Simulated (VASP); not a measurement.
Set up this calculation in VASP 6.6.1, as the native input.

```
Task                   : single point
Functional             : PBE
Potentials or basis    : VASP PAW PBE potentials, release 64 (Si, O)
Cutoff                 : 520 eV
k mesh                 : 6 × 6 × 2
Occupations            : gaussian, width 0.1 eV
Spin                   : collinear spin, ferromagnetic start
Starting moments       : [0.0, 0.0, 0.0, 0.0, 0.0, 1.0] μB
Dipole correction      : no
Further INCAR settings : ALGO = Normal; EDIFF = 1e-07; NBANDS = 26
```

The structure of Si5O lies in POSCAR:

```
Si5O
1.0
    2.6645594000      0.0000000000      0.0000000000
   -1.3322797000      2.3075761300      0.0000000000
    0.0000000000      0.0000000000     12.9517325400
Si O
5 1
Direct
    0.6666666700      0.3333333300      0.8353336500
    0.0000000000      0.0000000000      0.6676422400
    0.6666666700      0.3333333300      0.5000000000
    0.0000000000      0.0000000000      0.3323577600
    0.6666666700      0.3333333300      0.1646663500
    0.0000000000      0.0000000000      0.0000000000
```

The cell was built from a structure type or drawn by symmetry, and may not be a known phase.

One way to write it, as run:

INCAR

```
SYSTEM = Si5O
ALGO = Normal
EDIFF = 1E-7
ENCUT = 520
GGA = PE
ISIF = 2
ISMEAR = 0
ISPIN = 2
LASPH = .True.
LCHARG = .True.
LELF = .True.
LORBIT = 11
LREAL = .False.
LVHAR = .True.
LWAVE = .False.
MAGMOM = 0 0 0 0 0 1
NBANDS = 26
NELM = 150
PREC = Accurate
SIGMA = 0.1
```

KPOINTS

```
k-points
0
Gamma
  6 6 2
  0 0 0
```

Potentials or basis: VASP PAW PBE potentials, release 64 (Si, O).

The run is started by

```sh
$ cat potpaw_PBE.64/Si/POTCAR potpaw_PBE.64/O/POTCAR > POTCAR
$ mpirun -np 1 vasp_std > vasp.out
```

It gave:

- Pressure: -2.0 GPa
- Largest force: 2.348 eV/Å
- Net moment: 0.22 μB per cell
- Site moments: Si +0.00, +0.01 (each value once); O +0.14 μB
- Valence electrons inside the program's atomic spheres: Si 1.49, 1.57, 1.56 (each value once); O 4.72

Caveat: the k points lie up to 0.45 Å⁻¹ apart; forces of over 1 eV/Å act on the atoms, so gaps and moduli don't describe the material at rest.

Run time: 48 s on 1 thread of Intel(R) Xeon(R) 6975P-C (Granite Rapids), on a shared host, peak memory 0.22 GiB.
